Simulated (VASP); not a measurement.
# EuO (u2o1) (I4/mmm) in VASP: single point with PBE+U

Aim: the single point of EuO (u2o1) with PBE+U.

Program: VASP 6.6.1. These are calculated values, not measurements. Logs are shortened: lines on timing, memory, paths and dates and some standing lists are left out, and cuts for length are marked.

### Step 1. The cell of the first run

The typed cell holds 4 atoms: a = 3.663 Å, b = 3.663 Å, c = 5.190 Å, α = 90.00°, β = 90.00°, γ = 90.00°.

### Step 2. Single point, PBE+U, collinear spin, antiferromagnetic start

The input, INCAR:

```
SYSTEM = EuO
PREC = Accurate
ENCUT = 600
EDIFF = 1E-6
ISMEAR = -1
SIGMA = 0.05
LREAL = .False.
LASPH = .True.
NELM = 200
ALGO = Normal
ISIF = 2
LWAVE = .False.
LCHARG = .False.
ISPIN = 2
MAGMOM = 7.43 -7.43 0 0
LORBIT = 11
LMAXMIX = 6
LDAU = .True.
LDAUTYPE = 2
LDAUL = 3 -1
LDAUU = 6 0
LDAUJ = 0 0
LDAUPRINT = 1
GGA = PE
NBANDS = 35
GGA_COMPAT = .False.
```

The input, KPOINTS:

```
regular mesh
0
Gamma
  8 8 6
  0 0 0
```

The input, POSCAR:

```
EuO
1.0
    0.0000000000      2.5900496929     -2.5900496929
    0.0000000000      2.5900496929      2.5900496929
    5.1896021643      0.0000000000      0.0000000000
Eu O
2 2
Direct
    0.0000000000      0.0000000000      0.0000000000
    0.5000000000      0.5000000000      0.5000000000
    0.0000000000      1.0000000000      0.5000000000
    0.5000000000      1.5000000000      1.0000000000
```

Potentials or basis: VASP PAW PBE potentials, release 64 (Eu, O).

Launch:

```sh
$ cat potpaw_PBE.64/Eu/POTCAR potpaw_PBE.64/O/POTCAR > POTCAR
$ mpirun -np 1 vasp_std > vasp.out
```

OUTCAR:

```text
SYSTEM = EuO
   PREC = Accurate
   ENCUT = 600
   EDIFF = 1E-6
   ISMEAR = -1
   LREAL = .False.
   LASPH = .True.
   NELM = 200
   ISIF = 2
   ISPIN = 2
   LORBIT = 11
   GGA = PE

 ion  position               nearest neighbor table
   1  0.000  0.000  0.000-   4 2.59   4 2.59   4 2.59   4 2.59   3 2.59   3 2.59
   2  0.500  0.500  0.500-   3 2.59   3 2.59   3 2.59   3 2.59   4 2.59   4 2.59
   3  0.000  0.000  0.500-   2 2.59   2 2.59   2 2.59   2 2.59   1 2.59   1 2.59
   4  0.500  0.500  0.000-   1 2.59   1 2.59   1 2.59   1 2.59   2 2.59   2 2.59

  LATTYP: Found a simple tetragonal cell.
 ALAT       =     3.6628834029
 C/A-ratio  =     1.4168079061

  Lattice vectors:

 A1 = (   0.0000000000,   2.5900496929,  -2.5900496929)
 A2 = (   0.0000000000,   2.5900496929,   2.5900496929)
 A3 = (   5.1896021643,   0.0000000000,   0.0000000000)

Analysis of symmetry for initial positions (statically):
=====================================================================
 Subroutine PRICEL returns following result:

  LATTYP: Found a body centered tetragonal cell.
 ALAT       =     3.6628834029
 C/A-ratio  =     1.4168079061
[... 12 lines left out ...]
 Subroutine GETGRP returns: Found 16 space group operations
 (whereof 16 operations were pure point group operations)
 out of a pool of 16 trial point group operations.

The static configuration has the point symmetry D_4h.

Analysis of symmetry for dynamics (positions and initial velocities):
=====================================================================
 Subroutine PRICEL returns following result:

  LATTYP: Found a body centered tetragonal cell.
 ALAT       =     3.6628834029
 C/A-ratio  =     1.4168079061
[... 12 lines left out ...]
 Subroutine GETGRP returns: Found 16 space group operations
 (whereof 16 operations were pure point group operations)
 out of a pool of 16 trial point group operations.

The dynamic configuration has the point symmetry D_4h.

Analysis of structural, dynamic, and magnetic symmetry:
=====================================================================
 Subroutine PRICEL returns following result:

  LATTYP: Found a body centered tetragonal cell.
 ALAT       =     3.6628834029
 C/A-ratio  =     1.4168079061
[... 12 lines left out ...]
 Subroutine GETGRP returns: Found 16 space group operations
 (whereof 16 operations were pure point group operations)
 out of a pool of 16 trial point group operations.

The overall configuration has the point symmetry D_4h.

 Subroutine INISYM returns: Found 16 space group operations
 (whereof 16 operations are pure point group operations),
 and found     2 'primitive' translations

----------------------------------------------------------------------------------------

                                     Primitive cell

  volume of cell :      34.8137

  direct lattice vectors                    reciprocal lattice vectors
    -2.594801082  0.000000000 -2.590049693    -0.192692998  0.193046489 -0.193046489
[... 170 lines left out ...]

atom =   2  type =  1  l = 3

 onsite density matrix

spin component  1

  0.0032  0.0000  0.0015 -0.0000 -0.0000 -0.0000 -0.0000
  0.0000  0.0002  0.0000 -0.0000  0.0000  0.0000  0.0000
  0.0015  0.0000  0.0024  0.0000  0.0000  0.0000 -0.0000
 -0.0000 -0.0000  0.0000  0.0043  0.0000 -0.0000  0.0000
 -0.0000  0.0000  0.0000  0.0000  0.0024  0.0000 -0.0014
 -0.0000  0.0000  0.0000 -0.0000  0.0000  0.0013  0.0000
 -0.0000  0.0000 -0.0000  0.0000 -0.0014  0.0000  0.0031

spin component  2

  0.9769 -0.0000 -0.0007 -0.0000 -0.0000  0.0000  0.0000
 -0.0000  0.9659 -0.0000  0.0000 -0.0000 -0.0000 -0.0000
 -0.0007 -0.0000  0.9750  0.0000 -0.0000  0.0000 -0.0000
 -0.0000  0.0000  0.0000  0.9755 -0.0000 -0.0011 -0.0000
 -0.0000 -0.0000 -0.0000 -0.0000  0.9771  0.0000 -0.0002
  0.0000 -0.0000  0.0000 -0.0011  0.0000  0.9764 -0.0000
  0.0000 -0.0000 -0.0000 -0.0000 -0.0002 -0.0000  0.9772

 occupancies and eigenvectors

  o =  0.0002  v = -0.0000  1.0000  0.0000  0.0000 -0.0000 -0.0000 -0.0000  0.0000  0.0000  0.0000  0.0000  0.0000  0.0000  0.0000      0.0000  0.0000  0.0000  0.0000  0.0000  0.0000  0.0000  0.0000  0.0000  0.0000  0.0000  0.0000  0.0000  0.0000
  o =  0.0013  v = -0.0004 -0.0000  0.0006 -0.0068  0.0000 -1.0000  0.0000  0.0000  0.0000  0.0000  0.0000  0.0000  0.0000  0.0000      0.0000  0.0000  0.0000  0.0000  0.0000  0.0000  0.0000  0.0000  0.0000  0.0000  0.0000  0.0000  0.0000  0.0000
  o =  0.0013  v = -0.6070 -0.0000  0.7947  0.0000 -0.0000  0.0007 -0.0000  0.0000  0.0000  0.0000  0.0000  0.0000  0.0000  0.0000      0.0000  0.0000  0.0000  0.0000  0.0000  0.0000  0.0000  0.0000  0.0000  0.0000  0.0000  0.0000  0.0000  0.0000
  o =  0.0014  v = -0.0000  0.0000  0.0000 -0.0000  0.7906  0.0000  0.6124  0.0000  0.0000  0.0000  0.0000  0.0000  0.0000  0.0000      0.0000  0.0000  0.0000  0.0000  0.0000  0.0000  0.0000  0.0000  0.0000  0.0000  0.0000  0.0000  0.0000  0.0000
  o =  0.0042  v =  0.0000  0.0000  0.0000 -0.0000 -0.6124  0.0000  0.7906  0.0000  0.0000  0.0000  0.0000  0.0000  0.0000  0.0000      0.0000  0.0000  0.0000  0.0000  0.0000  0.0000  0.0000  0.0000  0.0000  0.0000  0.0000  0.0000  0.0000  0.0000
  o =  0.0043  v = -0.7947 -0.0000 -0.6070 -0.0063 -0.0000  0.0000  0.0000  0.0000  0.0000  0.0000  0.0000  0.0000  0.0000  0.0000      0.0000  0.0000  0.0000  0.0000  0.0000  0.0000  0.0000  0.0000  0.0000  0.0000  0.0000  0.0000  0.0000  0.0000
  o =  0.0043  v =  0.0050  0.0000  0.0039 -1.0000  0.0000  0.0068 -0.0000  0.0000  0.0000  0.0000  0.0000  0.0000  0.0000  0.0000      0.0000  0.0000  0.0000  0.0000  0.0000  0.0000  0.0000  0.0000  0.0000  0.0000  0.0000  0.0000  0.0000  0.0000
  o =  0.9659  v =  0.0000  0.0000  0.0000  0.0000  0.0000  0.0000  0.0000  0.0000 -1.0000  0.0000 -0.0000 -0.0000 -0.0000  0.0000      0.0000  0.0000  0.0000  0.0000  0.0000  0.0000  0.0000  0.0000  0.0000  0.0000  0.0000  0.0000  0.0000  0.0000
  o =  0.9747  v =  0.0000  0.0000  0.0000  0.0000  0.0000  0.0000  0.0000 -0.3141 -0.0000 -0.9494  0.0044 -0.0000  0.0030  0.0000      0.0000  0.0000  0.0000  0.0000  0.0000  0.0000  0.0000  0.0000  0.0000  0.0000  0.0000  0.0000  0.0000  0.0000
  o =  0.9747  v =  0.0000  0.0000  0.0000  0.0000  0.0000  0.0000  0.0000 -0.0017  0.0000 -0.0050 -0.8297  0.0000 -0.5582 -0.0000      0.0000  0.0000  0.0000  0.0000  0.0000  0.0000  0.0000  0.0000  0.0000  0.0000  0.0000  0.0000  0.0000  0.0000
  o =  0.9769  v =  0.0000  0.0000  0.0000  0.0000  0.0000  0.0000  0.0000 -0.0000 -0.0000  0.0000  0.0000  0.7906 -0.0000  0.6124      0.0000  0.0000  0.0000  0.0000  0.0000  0.0000  0.0000  0.0000  0.0000  0.0000  0.0000  0.0000  0.0000  0.0000
  o =  0.9772  v =  0.0000  0.0000  0.0000  0.0000  0.0000  0.0000  0.0000 -0.0008  0.0000  0.0003 -0.5582  0.0000  0.8297  0.0000      0.0000  0.0000  0.0000  0.0000  0.0000  0.0000  0.0000  0.0000  0.0000  0.0000  0.0000  0.0000  0.0000  0.0000
  o =  0.9772  v =  0.0000  0.0000  0.0000  0.0000  0.0000  0.0000  0.0000  0.9494 -0.0000 -0.3141 -0.0005  0.0000  0.0007 -0.0000      0.0000  0.0000  0.0000  0.0000  0.0000  0.0000  0.0000  0.0000  0.0000  0.0000  0.0000  0.0000  0.0000  0.0000
  o =  0.9773  v =  0.0000  0.0000  0.0000  0.0000  0.0000  0.0000  0.0000 -0.0000 -0.0000  0.0000 -0.0000  0.6124  0.0000 -0.7906      0.0000  0.0000  0.0000  0.0000  0.0000  0.0000  0.0000  0.0000  0.0000  0.0000  0.0000  0.0000  0.0000  0.0000

 number of electron      45.9999986 magnetization       0.0000000

 Free energy of the ion-electron system (eV)
  ---------------------------------------------------
  ext. energy  EPLUGINS =         0.00000000
  ---------------------------------------------------
  free energy    TOTEN  =       -42.22910140 eV

  energy without entropy =      -42.22897114  energy(sigma->0) =      -42.22903627

 E-fermi :   3.7338     XC(G=0): -10.6287

 val. band max:        3.4260342077   @ k =   0.0000   0.0000   0.0000
 cond. band min:       3.9444690489   @ k =   0.0000   0.0000   0.0000
 fundamental gap:      0.5184348412
 Fermi energy:         3.7338467654

 spin component 1

 k-point     1 :       0.0000    0.0000    0.0000
  band No.  band energies     occupation
      1     -36.0703      1.00000
      2     -32.9507      1.00000
      3     -15.2656      1.00000
      4     -14.9140      1.00000
      5     -14.9140      1.00000
      6     -14.0710      1.00000
[... 1817 lines left out ...]
     34      12.6083      0.00000
     35      12.9463      0.00000

 [... further k-points ...]

------------------------ aborting loop because EDIFF is reached ----------------------------------------

  FORCE on cell =-STRESS in cart. coord.  units (eV):
  Direction    XX          YY          ZZ          XY          YZ          ZX
  --------------------------------------------------------------------------------------
  -------------------------------------------------------------------------------------
  Total       -0.1315748     -0.1373084     -0.1373084      0.0000000      0.0000000      0.0000000
  in kB       -3.0276318     -3.1595657     -3.1595657      0.0000000      0.0000000      0.0000000
  external PRESSURE =      -3.1155877 kB  Pullay stress =       0.0000000 kB

 VOLUME and BASIS-vectors are now :
 -----------------------------------------------------------------------------
  energy-cutoff  :      600.00
  volume of cell :       69.63
      direct lattice vectors                 reciprocal lattice vectors
     0.000000000  2.590049693 -2.590049693     0.000000000  0.193046489 -0.193046489
     0.000000000  2.590049693  2.590049693     0.000000000  0.193046489  0.193046489
     5.189602164  0.000000000  0.000000000     0.192692998  0.000000000  0.000000000

 POSITION                                       TOTAL-FORCE (eV/Angst)
 -----------------------------------------------------------------------------------
      0.00000      0.00000      0.00000         0.000000     -0.000000     -0.000000
      2.59480      2.59005      0.00000        -0.000000      0.000000     -0.000000
      2.59480      0.00000      0.00000         0.000000      0.000000      0.000000
      0.00000      2.59005      0.00000        -0.000000     -0.000000      0.000000
 -----------------------------------------------------------------------------------
    total drift:                                0.000000      0.000000      0.000000

  FREE ENERGIE OF THE ION-ELECTRON SYSTEM (eV)
  ---------------------------------------------------
  free  energy   TOTEN  =       -42.2291013963 eV

  energy  without entropy=      -42.2289711401  energy(sigma->0) =      -42.22903627

 total charge

# of ion       s       p       d       f       tot
--------------------------------------------------
    1        2.032   5.802   0.282   6.832  14.948
    2        2.032   5.802   0.282   6.832  14.948
    3        1.551   3.401   0.000   0.000   4.952
    4        1.551   3.401   0.000   0.000   4.952
--------------------------------------------------
tot          7.165  18.405   0.564  13.664  39.799

 magnetization (x)

# of ion       s       p       d       f       tot
--------------------------------------------------
    1       -0.015  -0.117   0.038   6.800   6.706
    2        0.015   0.117  -0.038  -6.800  -6.706
    3        0.002   0.030   0.000   0.000   0.032
    4       -0.002  -0.030   0.000   0.000  -0.032
--------------------------------------------------
tot          0.000   0.000   0.000  -0.000  -0.000
```

Run time: 4.4 min. Hardware: 1 thread of AMD EPYC 9R45 (Zen 5), shared host; peak memory 0.39 GiB.

Results:

```
Free energy                                           : -42.2291 eV
Pressure                                              : -0.3 GPa
Band gap on the k mesh                                : 0.52 eV
Net moment                                            : 0.00 μB per cell
Site moments                                          : Eu +6.71, -6.71; O +0.03, -0.03 μB
Valence electrons inside the program's atomic spheres : Eu 14.95; O 4.95
```

Eigenvalues of the final occupation matrices:
```csv
site,spin,trace,eigenvalues
site 1 f,1,6.82,0.97 0.97 0.97 0.98 0.98 0.98 0.98
site 1 f,2,0.02,0.00 0.00 0.00 0.00 0.00 0.00 0.00
site 2 f,1,0.02,0.00 0.00 0.00 0.00 0.00 0.00 0.00
site 2 f,2,6.82,0.97 0.97 0.97 0.98 0.98 0.98 0.98
```

Caveat: spin-orbit coupling is left out, which moves the levels of the heavy elements.
